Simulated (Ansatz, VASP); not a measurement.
# One calculation of Ru, two programs

```xyz
1
Lattice="0.0000 1.9034 1.9034 1.9034 0.0000 1.9034 1.9034 1.9034 0.0000" Properties=species:S:1:pos:R:3 pbc="T T T"
Ru    0.0000    0.0000    0.0000
```

Alike in both runs: functional PBE; k mesh 8 × 8 × 8; occupations gaussian, width 0.1 eV; no spin polarisation.

Ansatz relaxed the structure, and its values are those at the end. VASP's run is a single point on that final structure, the one shown.

```csv
,VASP,Ansatz
version,VASP 6.6.1,Ansatz 0.2.0
potentials or method,"VASP PAW PBE potentials, release 64 (Ru_pv), cutoff 520 eV","scalar-relativistic, plane waves, PAW"
valence electrons in the cell,14,16
```

Ansatz gave:

```
gap on the k mesh at the Fermi level (eV) : none
pressure (GPa)                            : 0.0
```

Problem. Estimate VASP's values.

Solution. gap on the k mesh at the Fermi level (eV): none; pressure (GPa): -0.1.

A gap of «none» marks a metal or a gap that the smearing closes. VASP's potentials hold 14 valence electrons a cell and Ansatz's 16, so a difference there can come from the potentials and not from the codes.
